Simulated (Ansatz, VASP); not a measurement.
**Se in VASP and in Ansatz**

File INCAR:

```
SYSTEM = Se
PREC = Accurate
ENCUT = 520
EDIFF = 1E-7
ISMEAR = -1
SIGMA = 0.1
LREAL = .False.
LASPH = .True.
NELM = 80
ALGO = Normal
ISIF = 2
LWAVE = .False.
LCHARG = .False.
GGA = B5
ALDAX = 1.0
AGGAX = 1.0
AGGAC = 1.0
ALDAC = 0.0
NBANDS = 9
```

KPOINTS

```
Automatic mesh
0
Gamma
  14 14 14
  0 0 0
```

Contents of POSCAR:

```
Se
1.0
   -1.7090639188      1.7090639188      1.7090639188
    1.7090639188     -1.7090639188      1.7090639188
    1.7090639188      1.7090639188     -1.7090639188
Se
1
Direct
    0.0000000000      0.0000000000      0.0000000000
```

Input for Ansatz:

```yaml
crystal:
  lattice:
    - [-1.7090639188, 1.7090639188, 1.7090639188]
    - [1.7090639188, -1.7090639188, 1.7090639188]
    - [1.7090639188, 1.7090639188, -1.7090639188]
  atoms:
    - { symbol: Se, position: [0.0, 0.0, 0.0] }
hamiltonian:
  xc: blyp
  pseudopotentials:
    kind: paw
    azcp:
      Se: "pseudopotentials/Se.paw.azcp"
basis:
  ecutwfc: 420
  fft_grid_basis: typed
kpoints:
  mp_grid: { grid: [14, 14, 14], shift: [0, 0, 0] }
magnetization:
  spin_polarized: false
scf:
  occupations: { method: fermi_dirac, width: 0.1 }
  lower_state_search: "off"
output:
  stress: true
  write_density: true
  write_potential: true
  elf: true
  volumetric_format: npy
```

Alike in both runs: task single point; functional BLYP; k mesh 14 × 14 × 14; occupations fermi-dirac, width 0.1 eV; no spin polarisation.

```csv
,VASP,Ansatz
version,VASP 6.6.1,Ansatz 0.2.0
potentials or method,"VASP PAW PBE potentials, release 64 (Se), cutoff 520 eV","plane waves (420 eV) with PAW, scalar-relativistic"
valence electrons in the cell,6,16
```

```tsv
	VASP	Ansatz	Ansatz less VASP
pressure (GPa)	9.8	9.5	-0.24
```

VASP's potentials were made for PBE, not for BLYP. The functional is the same, so the differences come from potentials, cutoffs and numerics. VASP's potentials hold 6 valence electrons a cell and Ansatz's 16, so a difference there can come from the potentials and not from the codes.
